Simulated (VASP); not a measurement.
# Sn (I4/mmm) in VASP: further runs

Sn is run at these levels: PBE; tasks: single point.

Program: VASP 6.6.1. These are calculated values, not measurements. Logs are shortened: lines on timing, memory, paths and dates and some standing lists are left out, and cuts for length are marked.

## Step 1: The cell of the first run

Symmetry: I4/mmm, No. 139, tetragonal system. The conventional cell has a = 3.855 Å, b = 3.855 Å, c = 3.398 Å, α = 90.00°, β = 90.00°, γ = 90.00°. Within 4.2 Å of Sn (site symmetry 4/mmm) lie 14 Sn at 3.21 to 3.86 Å.

## Step 2: Single point, PBE (25.26 Å³/atom)

Input file INCAR:

```
SYSTEM = Sn
  PREC = Accurate
  ENCUT = 520
  EDIFF = 1E-6
  ISMEAR = 0
  SIGMA = 0.1
  LREAL = .FALSE.
  LASPH = .TRUE.
  NELM = 80
  ALGO = Fast
  ISIF = 2
  LWAVE = .FALSE.
  LCHARG = .FALSE.
  GGA = PE
  NBANDS = 13
```

Input file KPOINTS:

```
regular mesh
0
G
  20 20 20
  0 0 0
```

Input file POSCAR:

```
Sn
1.0
   -1.9276592680      1.9276592680      1.6991494965
    1.9276592680     -1.9276592680      1.6991494965
    1.9276592680      1.9276592680     -1.6991494965
Sn
1
Direct
    0.5000000000      0.5000000000      0.0000000000
```

Potentials or basis: VASP PAW PBE potentials, release 64 (Sn_d).

Command:

```sh
$ cat potpaw_PBE.64/Sn_d/POTCAR > POTCAR
$ mpirun -np 1 vasp_std > vasp.out
```

OUTCAR:

```text
SYSTEM = Sn
   PREC = Accurate
   ENCUT = 520
   EDIFF = 1E-6
   ISMEAR = 0
   LREAL = .FALSE.
   LASPH = .TRUE.
   NELM = 80
   ISIF = 2
   GGA = PE

 ion  position               nearest neighbor table
   1  0.500  0.500  0.000-

  LATTYP: Found a body centered tetragonal cell.
 ALAT       =     3.8553185360
 C/A-ratio  =     0.8814573845

  Lattice vectors:

 A1 = (  -1.9276592680,   1.9276592680,   1.6991494965)
 A2 = (   1.9276592680,  -1.9276592680,   1.6991494965)
 A3 = (   1.9276592680,   1.9276592680,  -1.6991494965)

Analysis of symmetry for initial positions (statically):
=====================================================================
 Subroutine PRICEL returns:
 Original cell was already a primitive cell.

 Routine SETGRP: Setting up the symmetry group for a
 body centered tetragonal supercell.

 Subroutine GETGRP returns: Found 16 space group operations
 (whereof 16 operations were pure point group operations)
 out of a pool of 16 trial point group operations.

The static configuration has the point symmetry D_4h.

Analysis of symmetry for dynamics (positions and initial velocities):
=====================================================================
 Subroutine PRICEL returns:
 Original cell was already a primitive cell.

 Routine SETGRP: Setting up the symmetry group for a
 body centered tetragonal supercell.

 Subroutine GETGRP returns: Found 16 space group operations
 (whereof 16 operations were pure point group operations)
 out of a pool of 16 trial point group operations.

The dynamic configuration has the point symmetry D_4h.

 Subroutine INISYM returns: Found 16 space group operations
 (whereof 16 operations are pure point group operations),
 and found     1 'primitive' translations

----------------------------------------------------------------------------------------

                                     Primitive cell

  volume of cell :      25.2553

  direct lattice vectors                    reciprocal lattice vectors
    -1.927659268  1.927659268  1.699149497     0.000000000  0.259381940  0.294264867
     1.927659268 -1.927659268  1.699149497     0.259381940  0.000000000  0.294264867
     1.927659268  1.927659268 -1.699149497     0.259381940  0.259381940  0.000000000

  length of vectors
     3.212296611  3.212296611  3.212296611     0.392263690  0.392263690  0.366821457

  position of ions in fractional coordinates (direct lattice)
     0.500000000  0.500000000  0.000000000

  ion indices of the primitive-cell ions
   primitive index   ion index
                 1           1

----------------------------------------------------------------------------------------

 KPOINTS: regular mesh

Automatic generation of k-mesh.
 Grid dimensions read from file:
 generate k-points for:   20   20   20

 Generating k-lattice:

  Cartesian coordinates                     Fractional coordinates (reciprocal lattice)
     0.000000000  0.012969097  0.014713243     0.050000000 -0.000000000  0.000000000
     0.012969097  0.000000000  0.014713243    -0.000000000  0.050000000  0.000000000
     0.012969097  0.012969097  0.000000000     0.000000000  0.000000000  0.050000000

  Length of vectors
     0.019613184  0.019613184  0.018341073

  Shift w.r.t. Gamma in fractional coordinates (k-lattice)
     0.000000000  0.000000000  0.000000000

 Subroutine IBZKPT returns following result:
 ===========================================

 Found    641 irreducible k-points:

 Following reciprocal coordinates:
            Coordinates               Weight
  0.000000  0.000000  0.000000      1.000000
  0.050000  0.000000 -0.000000      8.000000
  0.100000  0.000000  0.000000      8.000000
  0.150000  0.000000 -0.000000      8.000000
  0.200000  0.000000  0.000000      8.000000
  0.250000  0.000000 -0.000000      8.000000
[... 16 lines left out ...]
 -0.400000  0.050000  0.000000     16.000000
 -0.350000  0.050000  0.000000     16.000000
 [... further k-points ...]
   k-points           NKPTS =    641   k-points in BZ     NKDIM =    641   number of bands    NBANDS=     13
   number of dos      NEDOS =    301   number of ions     NIONS =      1
   total plane-waves  NPLWV =  13824
   dimension x,y,z NGX =    24 NGY =   24 NGZ =   24
   dimension x,y,z NGXF=    48 NGYF=   48 NGZF=   48
   ions per type =               1
   NGX,Y,Z   is equivalent  to a cutoff of  12.42, 12.42, 12.42 a.u.
   NGXF,Y,Z  is equivalent  to a cutoff of  24.84, 24.84, 24.84 a.u.
 SYSTEM =  Sn
   PREC   = accura    normal or accurate (medium, high low for compatibility)
   ISTART =      0    job   : 0-new  1-cont  2-samecut
   ICHARG =      2    charge: 1-file 2-atom 10-const
   ISPIN  =      1    spin polarized calculation?
   LNONCOLLINEAR =      F non collinear calculations
   LSORBIT =      F    spin-orbit coupling
   LASPH  =      T    aspherical Exc in radial PAW
   ENCUT  =  520.0 eV  38.22 Ry    6.18 a.u.   5.97  5.97  5.97*2*pi/ulx,y,z
   NELM   =     80;   NELMIN=  2; NELMDL= -5     # of ELM steps
   EDIFF  = 0.1E-05   stopping-criterion for ELM
   LREAL  =      F    real-space projection
   EDIFFG = 0.1E-04   stopping-criterion for IOM
   NSW    =      0    number of steps for IOM
   IBRION =     -1    ionic relax: 0-MD 1-quasi-New 2-CG
   NFREE  =      0    steps in history (QN), initial steepest desc. (CG)
   ISIF   =      2    stress and relaxation
   ISYM   =      2    0-nonsym 1-usesym 2-fastsym
   POTIM  = 0.5000    time-step for ionic-motion
   TEBEG  =    0.0;   TEEND  =   0.0 temperature during run
   PSTRESS=    0.0 pullay stress
   NELECT =      14.0000    total number of electrons
   NUPDOWN=      -1.0000    fix difference up-down
   EMIN   =  10.00;   EMAX   =-10.00  energy-range for DOS
   EFERMI =   0.00;   METHOD = LEGACY
   ISMEAR =     0;   SIGMA  =   0.10  broadening in eV -4-tet -1-fermi 0-gaus
   EFERMI_NEDOS =   21; number of points for ismear=-14 and -15
   IALGO  =     68    algorithm
   IMIX   =      4    mixing-type and parameters
     AMIX     =   0.40;   BMIX     =  1.00
     AMIX_MAG =   1.60;   BMIX_MAG =  1.00
  volume/ion in A,a.u.               =      25.26       170.43
  Fermi-wavevector in a.u.,A,eV,Ry     =   1.344828  2.541357 24.606991  1.808563
  Thomas-Fermi vector in A             =   2.472790
   LORBIT       =      0    0 simple, 1 ext, 2 COOP (PROOUT), +10 PAW based schemes
   GGA     = PE    functional components
   LHFCALC =     F    Hartree Fock is set to
   AEXX    =    0.0000 exact exchange contribution
   IVDW    =     0    specifies the selected vdW correction
   LEPSILON=     F    determine dielectric tensor
   LRPA    =     F    only Hartree local field effects (RPA)
 non-spin polarized calculation
 RMM-DIIS sequential band-by-band and
 Gauss-broadening in eV      SIGMA  =   0.10
  energy-cutoff  :      520.00
  volume of cell :       25.26
 maximum number of plane-waves:       702
   NGX = 11   NGY = 11   NGZ = 11

 number of electron      14.0000005 magnetization

 Free energy of the ion-electron system (eV)
  ---------------------------------------------------
  ext. energy  EPLUGINS =         0.00000000
  ---------------------------------------------------
  free energy    TOTEN  =        -3.74855215 eV

  energy without entropy =       -3.74663600  energy(sigma->0) =       -3.74759407

 E-fermi :   9.0253     XC(G=0): -10.7133

 val. band max:        9.0045634576   @ k =  -0.3000   0.3500   0.2500
 cond. band min:       9.0309102956   @ k =  -0.4000  -0.4500   0.4000
 fundamental gap:      0.0263468381
 Fermi energy:         9.0253138770

 k-point     1 :       0.0000    0.0000    0.0000
  band No.  band energies     occupation
      1     -12.6293      2.00000
      2     -12.5730      2.00000
      3     -12.5730      2.00000
      4     -12.4860      2.00000
      5     -12.4026      2.00000
      6      -2.6387      2.00000
      7      16.9833      0.00000
      8      16.9833      0.00000
      9      18.5312      0.00000
     10      20.5999      0.00000
     11      21.3081      0.00000
     12      21.3081      0.00000
     13      21.9242      0.00000

 k-point     2 :       0.0500    0.0000   -0.0000
  band No.  band energies     occupation
      1     -12.6262      2.00000
      2     -12.5719      2.00000
      3     -12.5713      2.00000
      4     -12.4845      2.00000
      5     -12.4043      2.00000
      6      -2.5777      2.00000
      7      16.7254      0.00000
      8      16.7689      0.00000
      9      18.1193      0.00000
     10      20.6228      0.00000
     11      20.7133      0.00000
     12      21.2026      0.00000
     13      22.1405      0.00000

 k-point     3 :       0.1000    0.0000    0.0000
  band No.  band energies     occupation
      1     -12.6210      2.00000
      2     -12.5692      2.00000
      3     -12.5625      2.00000
      4     -12.4798      2.00000
      5     -12.4090      2.00000
      6      -2.3944      2.00000
      7      16.0554      0.00000
      8      16.1269      0.00000
      9      17.1429      0.00000
     10      19.9296      0.00000
     11      20.0064      0.00000
     12      21.8607      0.00000
     13      21.8769      0.00000

 k-point     4 :       0.1500    0.0000   -0.0000
  band No.  band energies     occupation
      1     -12.6210      2.00000
      2     -12.5664      2.00000
      3     -12.5405      2.00000
      4     -12.4717      2.00000
      5     -12.4160      2.00000
      6      -2.0881      2.00000
      7      14.6616      0.00000
      8      15.4174      0.00000
      9      16.3353      0.00000
     10      19.2385      0.00000
     11      19.2904      0.00000
     12      21.8155      0.00000
     13      22.9100      0.00000

 k-point     5 :       0.2000    0.0000    0.0000
  band No.  band energies     occupation
      1     -12.6272      2.00000
      2     -12.5654      2.00000
      3     -12.5063      2.00000
      4     -12.4603      2.00000
      5     -12.4239      2.00000
      6      -1.6582      2.00000
      7      12.9538      0.00000
      8      14.7108      0.00000
      9      15.7296      0.00000
     10      18.6105      0.00000
     11      18.6462      0.00000
     12      21.9612      0.00000
     13      24.1022      0.00000
[... 257 lines left out ...]
 k-point    22 :      -0.4500    0.0500   -0.0000
  band No.  band energies     occupation
      1     -12.6635      2.00000
      2     -12.5880      2.00000
      3     -12.4443      2.00000
      4     -12.4057      2.00000
      5     -12.3431      2.00000
      6       1.7304      2.00000
      7       5.8791      2.00000
      8      12.1829      0.00000
      9      13.8039      0.00000
     10      16.9976      0.00000
     11      17.7871      0.00000
     12      23.9508      0.00000
     13      26.8442      0.00000

 k-point    23 :      -0.4000    0.0500    0.0000
  band No.  band energies     occupation
      1     -12.6568      2.00000
      2     -12.5818      2.00000
      3     -12.4421      2.00000
      4     -12.4177      2.00000
      5     -12.3679      2.00000
      6       0.7886      2.00000
      7       7.3007      2.00000
      8      12.3951      0.00000
      9      14.0417      0.00000
     10      17.1563      0.00000
     11      18.0781      0.00000
     12      23.8619      0.00000
     13      26.3290      0.00000

 k-point    24 :      -0.3500    0.0500    0.0000
  band No.  band energies     occupation
      1     -12.6479      2.00000
      2     -12.5747      2.00000
      3     -12.4387      2.00000
      4     -12.4330      2.00000
      5     -12.4014      2.00000
      6      -0.0558      2.00000
      7       8.8468      1.98842
      8      12.7322      0.00000
      9      14.3889      0.00000
     10      17.4138      0.00000
     11      18.4584      0.00000
     12      23.5257      0.00000
     13      25.7150      0.00000

 [... further k-points ...]

------------------------ aborting loop because EDIFF is reached ----------------------------------------

  FORCE on cell =-STRESS in cart. coord.  units (eV):
  Direction    XX          YY          ZZ          XY          YZ          ZX
  --------------------------------------------------------------------------------------
  -------------------------------------------------------------------------------------
  Total        0.8558328      0.8558328      0.8737750      0.0000000     -0.0000000      0.0000000
  in kB       54.2934415     54.2934415     55.4316814      0.0000000     -0.0000000      0.0000000
  external PRESSURE =      54.6728548 kB  Pullay stress =       0.0000000 kB

 VOLUME and BASIS-vectors are now :
 -----------------------------------------------------------------------------
  energy-cutoff  :      520.00
  volume of cell :       25.26
      direct lattice vectors                 reciprocal lattice vectors
    -1.927659268  1.927659268  1.699149497     0.000000000  0.259381940  0.294264867
     1.927659268 -1.927659268  1.699149497     0.259381940  0.000000000  0.294264867
     1.927659268  1.927659268 -1.699149497     0.259381940  0.259381940  0.000000000

 POSITION                                       TOTAL-FORCE (eV/Angst)
 -----------------------------------------------------------------------------------
      0.00000      0.00000      1.69915         0.000000      0.000000      0.000000
 -----------------------------------------------------------------------------------
    total drift:                               -0.000000      0.000000      0.000000

  FREE ENERGIE OF THE ION-ELECTRON SYSTEM (eV)
  ---------------------------------------------------
  free  energy   TOTEN  =        -3.7485521507 eV

  energy  without entropy=       -3.7466359978  energy(sigma->0) =       -3.74759407
```

Run time: 61 s. Hardware: 1 thread of Intel Xeon 6975P-C (Granite Rapids), shared host; peak memory 0.29 GiB.

Results:

| Property | Result |
| --- | --- |
| Free energy | -3.7486 eV |
| Pressure | 5.5 GPa |
| Band gap on the k mesh | zero (bands 7 and 8 overlap by 10.39 eV) |

Stress tensor (GPa, compression positive):
```
5.43 0.00 0.00
0.00 5.43 0.00
0.00 0.00 5.54
```

Caveat: the cell stands under pressure; spin-orbit coupling is left out, which moves the levels of the heavy elements.

## Step 3: Single point, PBE (26.09 Å³/atom)

This run uses another cell than the first one, of 26.09 Å³/atom.

Input file INCAR:

```
PREC = Accurate
ENCUT = 520
EDIFF = 1E-7
ISMEAR = 0
SIGMA = 0.1
LREAL = F
LASPH = T
NELM = 100
ALGO = Fast
ISIF = 2
LWAVE = F
LCHARG = T
GGA = PE
LELF = T
LVHAR = T
NBANDS = 13
```

Input file KPOINTS:

```
regular mesh
0
Gamma
  20 20 20
```

Input file POSCAR:

```
Sn
1.0
   -1.9509286058      1.9509286058      1.7135462878
    1.9509286058     -1.9509286058      1.7135462878
    1.9509286058      1.9509286058     -1.7135462878
Sn
1
Direct
    0.5000000000      0.5000000000      0.0000000000
```

Potentials or basis: VASP PAW PBE potentials, release 64 (Sn_d).

Command:

```sh
$ cat potpaw_PBE.64/Sn_d/POTCAR > POTCAR
$ mpirun -np 1 vasp_std > vasp.out
```

Wall time 69 s (1 thread of Intel Xeon 6975P-C (Granite Rapids), shared host); peak memory 0.31 GiB.

The run converged. Its results:

- Free energy: -3.7713 eV
- Pressure: 3.3 GPa
- Band gap on the k mesh: zero (bands 7 and 8 overlap by 9.99 eV)

Stress tensor (GPa, compression positive):
```
3.23 0.00 0.00
0.00 3.23 0.00
0.00 0.00 3.32
```

Levels at points of the mesh, in eV from the Fermi level:
```
           k point  band 4  band 5  band 6  band 7  band 8  band 9  band 10  band 11
(0.00, 0.00, 0.00)  -21.50  -21.42  -11.41    7.67    7.67    9.17    11.32    12.21
(0.50, 0.00, 0.00)  -21.41  -21.35   -6.09   -4.51    3.30    4.81     7.61     7.74
(0.50, 0.50, 0.00)  -21.46  -21.36   -7.07   -4.88    5.08    7.19     9.71    10.05
(0.50, 0.50, 0.50)  -21.38  -21.35   -2.71   -1.32   -1.32    1.35     3.24     5.06
```

Caveat: the cell stands under pressure; spin-orbit coupling is left out, which moves the levels of the heavy elements.

## Step 4: Single point, PBE (26.92 Å³/atom)

This run uses another cell than the first one, of 26.92 Å³/atom.

Input file INCAR:

```
PREC = Accurate
ENCUT = 520
EDIFF = 1E-6
ISMEAR = 0
SIGMA = 0.1
LREAL = False
LASPH = True
NELM = 60
ALGO = Fast
ISIF = 2
LWAVE = False
LCHARG = True
GGA = PE
LELF = True
LVHAR = True
NBANDS = 13
```

Input file KPOINTS:

```
Automatic mesh
0
Gamma
  20 20 20
```

Input file POSCAR:

```
Sn
1.0
   -1.9714662056      1.9714662056      1.7315849427
    1.9714662056     -1.9714662056      1.7315849427
    1.9714662056      1.9714662056     -1.7315849427
Sn
1
Direct
    0.5000000000      0.5000000000      0.0000000000
```

Command:

```sh
$ cat potpaw_PBE.64/Sn_d/POTCAR > POTCAR
$ mpirun -np 1 vasp_std > vasp.out
```

Run time: 59 s. Hardware: 1 thread of Intel Xeon 6975P-C (Granite Rapids), shared host; peak memory 0.3 GiB.

Results (log left out):

```yaml
Free_energy: -3.7836 eV
Pressure: 1.4 GPa
Band_gap_on_the_k_mesh: zero (bands 7 and 8 overlap by 9.64 eV)
```

Stress tensor (GPa, compression positive):
```
1.45 0.00 0.00
0.00 1.45 0.00
0.00 0.00 1.36
```

Levels at points of the mesh, in eV from the Fermi level:
```tsv
k point	band 3	band 4	band 5	band 6	band 7	band 8	band 9	band 10	band 11	band 12
(0.00, 0.00, 0.00)	-21.56	-21.49	-21.42	-11.18	7.42	7.42	8.83	11.13	12.12	12.12
(0.50, 0.00, 0.00)	-21.45	-21.41	-21.35	-6.07	-4.35	3.21	4.72	7.44	7.64	14.29
(0.50, 0.50, 0.00)	-21.49	-21.45	-21.37	-7.02	-4.70	4.93	7.03	9.49	9.90	12.79
(0.50, 0.50, 0.50)	-21.38	-21.38	-21.36	-2.86	-1.26	-1.26	1.33	3.26	5.02	18.53
```

Caveat: spin-orbit coupling is left out, which moves the levels of the heavy elements.

## Step 5: Summary

```csv
cell,further INCAR settings,gap on the mesh (eV),pressure (GPa)
"a = 3.212 Å, angles 106.2, 106.2, 116.1°, 1 atom",ALGO = Fast; EDIFF = 1e-06; NBANDS = 13,none,5.5
"a = 3.248 Å, angles 106.2, 106.2, 116.3°, 1 atom",ALGO = Fast; EDIFF = 1e-07; NBANDS = 13,none,3.3
"a = 3.282 Å, angles 106.2, 106.2, 116.3°, 1 atom",ALGO = Fast; EDIFF = 1e-06; NBANDS = 13,none,1.4
```

Alike in all rows: task single point; level PBE; potentials or basis VASP PAW PBE potentials, release 64 (Sn_d); no spin polarisation; k mesh 20 × 20 × 20; cutoff (eV) 520; smearing gaussian 0.1 eV.

Caveats: spin-orbit coupling is left out, which moves the levels of the heavy elements; the cell stands under pressure (at least some runs).

Absolute energies hang on the potentials; compare differences alone.
